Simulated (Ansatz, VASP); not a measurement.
**One calculation of KHf3O2, two programs**

```
K Hf O
1.0
     3.02946    0.00000    0.00000
     0.00000    3.02946    0.00000
     0.00000    0.00000   12.47093
K Hf O
1 3 2
Cartesian
  0.0000 0.0000 0.0000
  1.5147 1.5147 3.3303
  1.5147 1.5147 6.2355
  1.5147 1.5147 9.1407
  0.0000 0.0000 2.7782
  0.0000 0.0000 9.6927
```

Change from the starting cell: species swapped into the Pr3MgAl2 type (P4/mmm, No. 123).

Alike in both runs: functional PBE; k mesh 6 × 6 × 2; occupations gaussian, width 0.1 eV; no spin polarisation.

Ansatz relaxed the structure, and its values are those at the end. VASP's run is a single point on that final structure, the one shown.

```csv
,VASP,Ansatz
version,VASP 6.6.1,Ansatz 0.2.0
potentials or method,"VASP PAW PBE potentials, release 64 (K_sv, Hf_pv, O), cutoff 520 eV","scalar-relativistic, plane waves, PAW"
valence electrons in the cell,51,99
```

Ansatz gave:

| Property | Result |
| --- | --- |
| gap on the k mesh at the Fermi level (eV) | none |
| pressure (GPa) | 0.0 |
| rms of the force components (eV/Å) | 0.005 |

Question: Which values does VASP return?

Answer: gap on the k mesh at the Fermi level (eV): none; pressure (GPa): -0.9; rms of the force components (eV/Å): 0.041.

A gap of «none» marks a metal or a gap that the smearing closes. With one functional, cell and mesh, what is left measures potentials, basis and numerics. VASP's potentials hold 51 valence electrons a cell and Ansatz's 99, so a difference there can come from the potentials and not from the codes.

Spin-orbit coupling is off throughout.
